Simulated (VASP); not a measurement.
# Mo16F (a cell with a defect) in VASP: single point with PBE

Aim: the single point of Mo16F (a cell with a defect) with PBE.

Program: VASP 6.6.1. These are calculated values, not measurements. Logs are shortened: lines on timing, memory, paths and dates and some standing lists are left out, and cuts for length are marked.

## Step 1: The cell of the first run

The cell holds a defect, 17 atoms: a = 6.300 Å, b = 6.300 Å, c = 6.300 Å, α = 90.00°, β = 90.00°, γ = 90.00°.

## Step 2: Single point, PBE

The input, INCAR:

```
SYSTEM = Mo16F
PREC     = Accurate       ! precision mode
ENCUT    = 520            ! plane-wave cutoff, eV
EDIFF    = 1E-7           ! SCF threshold, eV
ISMEAR   = -1             ! smearing method
SIGMA    = 0.1            ! smearing width, eV
LREAL    = Auto         
LASPH    = .True.         ! aspherical terms in the spheres
NELM     = 60             ! most SCF steps
ALGO     = Normal         ! electronic algorithm
ISIF     = 2              ! what is computed and relaxed
LWAVE    = .False.        ! write WAVECAR
LCHARG   = .False.        ! write CHGCAR
GGA      = PE             ! functional
NBANDS   = 130            ! bands
```

The input, KPOINTS:

```
regular mesh
0
Gamma
  3 3 3
  0 0 0
```

The input, POSCAR:

```
Mo16F
1.0
    6.3000000000      0.0000000000      0.0000000000
    0.0000000000      6.3000000000      0.0000000000
    0.0000000000      0.0000000000      6.3000000000
Mo F
16 1
Direct
    0.0042447619      0.0003647619     -0.0042892063
    0.4958431746      0.0003647619     -0.0042873016
    0.0023084127      0.5004273016     -0.0008106349
    0.0017892063      0.0003580952      0.5030049206
    0.2500525397      0.2487295238      0.2472847619
    0.4978128571      0.5004241270     -0.0008341270
    0.4983311111      0.0003596825      0.5030587302
    0.7500393651      0.2204060317      0.2249377778
    0.0300068254      0.5002369841      0.5255687302
    0.2500517460      0.7521211111      0.2476395238
    0.2500504762      0.2461026984      0.7548361905
    0.4700722222      0.5002388889      0.5255580952
    0.7500371429      0.7802163492      0.2247826984
    0.7500626984      0.2481412698      0.7513769841
    0.2500504762      0.7545006349      0.7548528571
    0.7500641270      0.7526941270      0.7512315873
    0.7500449206      0.5003712698      0.3752468254
```

Potentials or basis: VASP PAW PBE potentials, release 64 (Mo_sv, F).

The run is started by

```console
$ cat potpaw_PBE.64/Mo_sv/POTCAR potpaw_PBE.64/F/POTCAR > POTCAR
$ mpirun -np 1 vasp_std > vasp.out
```

OUTCAR:

```text
SYSTEM = Mo16F
   PREC = Accurate
   ENCUT = 520
   EDIFF = 1E-7
   ISMEAR = -1
   LREAL = Auto
   LASPH = .True.
   NELM = 60
   ISIF = 2
   GGA = PE

 ion  position               nearest neighbor table
   1  0.004  0.000  0.996-  13 2.56   8 2.56  11 2.66  15 2.66   5 2.71  10 2.71  14 2.71  16 2.71
                             2 3.10   4 3.10   3 3.15   3 3.15   4 3.20   2 3.20
   2  0.496  0.000  0.996-  13 2.56   8 2.56  11 2.66  15 2.66   5 2.71  10 2.71  14 2.72  16 2.72
                             1 3.10   7 3.10   6 3.15   6 3.15   7 3.20   1 3.20
   3  0.002  0.500  0.999-  15 2.71  11 2.72   5 2.72  10 2.72  14 2.74  16 2.74  13 2.77   8 2.77
                             9 2.99   6 3.12   1 3.15   1 3.15   6 3.18   9 3.32
   4  0.002  0.000  0.503-  11 2.71  15 2.71  16 2.72  14 2.72  10 2.74   5 2.74   8 2.74  13 2.74
                             1 3.10   7 3.13   9 3.16   9 3.16   7 3.17   1 3.20
   5  0.250  0.249  0.247-   2 2.71   1 2.71   3 2.72   6 2.72   4 2.74   7 2.74  12 2.74   9 2.74
                            11 3.10  10 3.13   8 3.16   8 3.16  10 3.17  11 3.20
   6  0.498  0.500  0.999-  15 2.71  11 2.72   5 2.72  10 2.72  14 2.74  16 2.74  13 2.77   8 2.77
                            12 2.99   3 3.12   2 3.15   2 3.15   3 3.18  12 3.32
   7  0.498  0.000  0.503-  11 2.71  15 2.71  16 2.72  14 2.72  10 2.74   5 2.74   8 2.74  13 2.74
                             2 3.10   4 3.13  12 3.16  12 3.16   4 3.17   2 3.20
   8  0.750  0.220  0.225-  17 2.00   2 2.56   1 2.56   4 2.74   7 2.74   6 2.77   3 2.77  13 2.77
                            14 2.99  12 3.13   9 3.13   5 3.16   5 3.16  14 3.32
   9  0.030  0.500  0.526-  17 2.00  11 2.56  15 2.56  10 2.74   5 2.74  14 2.77  16 2.77  12 2.77
                             3 2.99   8 3.13  13 3.13   4 3.16   4 3.16   3 3.32
  10  0.250  0.752  0.248-   2 2.71   1 2.71   3 2.72   6 2.72   4 2.74   7 2.74  12 2.74   9 2.74
                            15 3.10   5 3.13  13 3.16  13 3.16   5 3.17  15 3.20
  11  0.250  0.246  0.755-  12 2.56   9 2.56   2 2.66   1 2.66   7 2.71   4 2.71   6 2.72   3 2.72
                            15 3.10   5 3.10  14 3.15  14 3.15   5 3.20  15 3.20
  12  0.470  0.500  0.526-  17 2.00  11 2.56  15 2.56  10 2.74   5 2.74  14 2.77  16 2.77   9 2.77
                             6 2.99   8 3.13  13 3.13   7 3.16   7 3.16   6 3.32
  13  0.750  0.780  0.225-  17 2.00   2 2.56   1 2.56   4 2.74   7 2.74   6 2.77   3 2.77   8 2.77
                            16 2.99  12 3.13   9 3.13  10 3.16  10 3.16  16 3.32
  14  0.750  0.248  0.751-   1 2.71   2 2.72   7 2.72   4 2.72   6 2.74   3 2.74   9 2.77  12 2.77
                             8 2.99  16 3.12  11 3.15  11 3.15  16 3.18   8 3.32
  15  0.250  0.755  0.755-  12 2.56   9 2.56   2 2.66   1 2.66   7 2.71   4 2.71   3 2.71   6 2.71
                            11 3.10  10 3.10  16 3.15  16 3.15  10 3.20  11 3.20
  16  0.750  0.753  0.751-   1 2.71   2 2.72   7 2.72   4 2.72   6 2.74   3 2.74   9 2.77  12 2.77
                            13 2.99  14 3.12  15 3.15  15 3.15  14 3.18  13 3.32
  17  0.750  0.500  0.375-  13 2.00   8 2.00   9 2.00  12 2.00

  LATTYP: Found a simple cubic cell.
 ALAT       =     6.3000000000

  Lattice vectors:

 A1 = (   6.3000000000,   0.0000000000,   0.0000000000)
 A2 = (   0.0000000000,   6.3000000000,   0.0000000000)
 A3 = (   0.0000000000,   0.0000000000,   6.3000000000)

Analysis of symmetry for initial positions (statically):
=====================================================================
 Subroutine PRICEL returns:
 Original cell was already a primitive cell.

 Routine SETGRP: Setting up the symmetry group for a
 simple cubic supercell.

 Subroutine GETGRP returns: Found  1 space group operations
 (whereof  1 operations were pure point group operations)
 out of a pool of 48 trial point group operations.

The static configuration has the point symmetry C_1 .

Analysis of symmetry for dynamics (positions and initial velocities):
=====================================================================
 Subroutine PRICEL returns:
 Original cell was already a primitive cell.

 Routine SETGRP: Setting up the symmetry group for a
 simple cubic supercell.

 Subroutine GETGRP returns: Found  1 space group operations
 (whereof  1 operations were pure point group operations)
 out of a pool of 48 trial point group operations.

The dynamic configuration has the point symmetry C_1 .

 Subroutine INISYM returns: Found  1 space group operations
 (whereof  1 operations are pure point group operations),
 and found     1 'primitive' translations

----------------------------------------------------------------------------------------

                                     Primitive cell
[... 64 lines left out ...]

  Length of vectors
     0.052910053  0.052910053  0.052910053

  Shift w.r.t. Gamma in fractional coordinates (k-lattice)
     0.000000000  0.000000000  0.000000000

 Subroutine IBZKPT returns following result:
 ===========================================

 Found     14 irreducible k-points:

 Following reciprocal coordinates:
            Coordinates               Weight
  0.000000  0.000000  0.000000      1.000000
  0.333333  0.000000  0.000000      2.000000
  0.000000  0.333333  0.000000      2.000000
  0.000000  0.000000  0.333333      2.000000
  0.333333  0.333333  0.000000      2.000000
  0.000000  0.333333  0.333333      2.000000
  0.333333  0.000000  0.333333      2.000000
 -0.333333  0.333333  0.000000      2.000000
 -0.333333  0.000000  0.333333      2.000000
  0.000000 -0.333333  0.333333      2.000000
  0.333333  0.333333  0.333333      2.000000
 -0.333333  0.333333  0.333333      2.000000
 -0.333333 -0.333333  0.333333      2.000000
  0.333333 -0.333333  0.333333      2.000000
   k-points           NKPTS =     14   k-points in BZ     NKDIM =     14   number of bands    NBANDS=    130
   number of dos      NEDOS =    301   number of ions     NIONS =     17
   total plane-waves  NPLWV = 110592
   dimension x,y,z NGX =    48 NGY =   48 NGZ =   48
   dimension x,y,z NGXF=    96 NGYF=   96 NGZF=   96
   ions per type =              16   1
   NGX,Y,Z   is equivalent  to a cutoff of  12.67, 12.67, 12.67 a.u.
   NGXF,Y,Z  is equivalent  to a cutoff of  25.33, 25.33, 25.33 a.u.
 SYSTEM =  Mo16F
   PREC   = accura    normal or accurate (medium, high low for compatibility)
   ISTART =      0    job   : 0-new  1-cont  2-samecut
   ICHARG =      2    charge: 1-file 2-atom 10-const
   ISPIN  =      1    spin polarized calculation?
   LNONCOLLINEAR =      F non collinear calculations
   LSORBIT =      F    spin-orbit coupling
   LASPH  =      T    aspherical Exc in radial PAW
   ENCUT  =  520.0 eV  38.22 Ry    6.18 a.u.  11.71 11.71 11.71*2*pi/ulx,y,z
   NELM   =     60;   NELMIN=  2; NELMDL= -5     # of ELM steps
   EDIFF  = 0.1E-06   stopping-criterion for ELM
   LREAL  =      T    real-space projection
   EDIFFG = 0.1E-05   stopping-criterion for IOM
   NSW    =      0    number of steps for IOM
   IBRION =     -1    ionic relax: 0-MD 1-quasi-New 2-CG
   NFREE  =      0    steps in history (QN), initial steepest desc. (CG)
   ISIF   =      2    stress and relaxation
   ISYM   =      2    0-nonsym 1-usesym 2-fastsym
   POTIM  = 0.5000    time-step for ionic-motion
   TEBEG  =    0.0;   TEEND  =   0.0 temperature during run
   PSTRESS=    0.0 pullay stress
   NELECT =     231.0000    total number of electrons
   NUPDOWN=      -1.0000    fix difference up-down
   EMIN   =  10.00;   EMAX   =-10.00  energy-range for DOS
   EFERMI =   0.00;   METHOD = LEGACY
   ISMEAR =    -1;   SIGMA  =   0.10  broadening in eV -4-tet -1-fermi 0-gaus
   EFERMI_NEDOS =   21; number of points for ismear=-14 and -15
   IALGO  =     38    algorithm
   IMIX   =      4    mixing-type and parameters
     AMIX     =   0.40;   BMIX     =  1.00
     AMIX_MAG =   1.60;   BMIX_MAG =  1.00
  volume/ion in A,a.u.               =      14.71        99.26
  Fermi-wavevector in a.u.,A,eV,Ry     =   1.594428  3.013032 34.588744  2.542201
  Thomas-Fermi vector in A             =   2.692504
   LORBIT       =      0    0 simple, 1 ext, 2 COOP (PROOUT), +10 PAW based schemes
   GGA     = PE    functional components
   LHFCALC =     F    Hartree Fock is set to
   AEXX    =    0.0000 exact exchange contribution
   IVDW    =     0    specifies the selected vdW correction
   LEPSILON=     F    determine dielectric tensor
   LRPA    =     F    only Hartree local field effects (RPA)
 non-spin polarized calculation
  energy-cutoff  :      520.00
  volume of cell :      250.05
 maximum number of plane-waves:      6763
   NGX = 23   NGY = 23   NGZ = 23

 number of electron     230.9999994 magnetization

 Free energy of the ion-electron system (eV)
  ---------------------------------------------------
  ext. energy  EPLUGINS =         0.00000000
  ---------------------------------------------------
  free energy    TOTEN  =      -174.71234203 eV

  energy without entropy =     -174.38282895  energy(sigma->0) =     -174.54758549

 E-fermi :  12.8880     XC(G=0): -13.4980

 val. band max:       12.8459609224   @ k =   0.0000   0.0000   0.0000
 cond. band min:      12.9156888998   @ k =   0.0000  -0.3333   0.3333
 fundamental gap:      0.0697279774
 Fermi energy:        12.8880179131

 k-point     1 :       0.0000    0.0000    0.0000
  band No.  band energies     occupation
      1     -48.3797      2.00000
      2     -48.2487      2.00000
      3     -48.1560      2.00000
      4     -48.1557      2.00000
      5     -48.1030      2.00000
      6     -48.0686      2.00000
[... 1809 lines left out ...]
    126      14.2946      0.00000
    127      14.3578      0.00000
 [bands above 127 left out]

------------------------ aborting loop because EDIFF is reached ----------------------------------------

  FORCE on cell =-STRESS in cart. coord.  units (eV):
  Direction    XX          YY          ZZ          XY          YZ          ZX
  --------------------------------------------------------------------------------------
  -------------------------------------------------------------------------------------
  Total       24.3987590     24.3835790     26.5870886     -0.0002537     -0.0127050      0.0003674
  in kB      156.3351632    156.2378970    170.3568952     -0.0016259     -0.0814071      0.0023539
  external PRESSURE =     160.9766518 kB  Pullay stress =       0.0000000 kB

 VOLUME and BASIS-vectors are now :
 -----------------------------------------------------------------------------
  energy-cutoff  :      520.00
  volume of cell :      250.05
      direct lattice vectors                 reciprocal lattice vectors
     6.300000000  0.000000000  0.000000000     0.158730159  0.000000000  0.000000000
     0.000000000  6.300000000  0.000000000     0.000000000  0.158730159  0.000000000
     0.000000000  0.000000000  6.300000000     0.000000000  0.000000000  0.158730159

 POSITION                                       TOTAL-FORCE (eV/Angst)
 -----------------------------------------------------------------------------------
      0.02674      0.00230      6.27298         0.028231     -0.000363     -0.012825
      3.12381      0.00230      6.27299        -0.027627     -0.000391     -0.012035
      0.01454      3.15269      6.29489        -0.016188     -0.002294      0.014012
      0.01127      0.00226      3.16893        -0.021078     -0.001694      0.007580
      1.57533      1.56700      1.55789        -0.000217      0.013748      0.007557
      3.13622      3.15267      6.29474         0.015733     -0.002104      0.015428
[... 9 lines left out ...]
      4.72540      4.74197      4.73276        -0.000577     -0.020625     -0.012968
      4.72528      3.15234      2.36406        -0.001253     -0.011050     -0.002827
 -----------------------------------------------------------------------------------
    total drift:                               -0.001145     -0.010192     -0.005709

  FREE ENERGIE OF THE ION-ELECTRON SYSTEM (eV)
  ---------------------------------------------------
  free  energy   TOTEN  =      -174.7123420316 eV

  energy  without entropy=     -174.3828289484  energy(sigma->0) =     -174.54758549
```

It took 24 min on 1 thread of AMD EPYC 7R43 (Zen 3), shared host; peak memory 0.44 GiB.

Results:

* Free energy: -174.7123 eV
* Pressure: 16.1 GPa
* Largest force: 0.059 eV/Å
* Band gap on the k mesh: zero (an odd number of electrons rules out a gap without spin polarisation)

Forces on the atoms (eV/Å):
```
Mo   0.028  0.000 -0.013
Mo  -0.028  0.000 -0.012
Mo  -0.016 -0.002  0.014
Mo  -0.021 -0.002  0.008
Mo   0.000  0.014  0.008
Mo   0.016 -0.002  0.015
Mo   0.020 -0.002  0.004
Mo   0.001 -0.049 -0.012
Mo   0.047  0.007  0.017
Mo   0.000 -0.019 -0.016
Mo   0.000 -0.026  0.005
Mo  -0.045  0.007  0.017
Mo   0.001  0.059 -0.009
Mo   0.000  0.017 -0.020
Mo   0.000  0.029  0.009
Mo  -0.001 -0.021 -0.013
F   -0.001 -0.011 -0.003
```

Levels at points of the mesh, in eV from the Fermi level:
```tsv
k point	band 112	band 113	band 114	band 115	band 116	band 117	band 118	band 119
(0.00, 0.00, 0.00)	-0.58	-0.58	-0.04	-0.04	0.23	0.23	0.89	0.92
```

The gap in the log of VASP goes by the Fermi energy; the results here count the filled bands.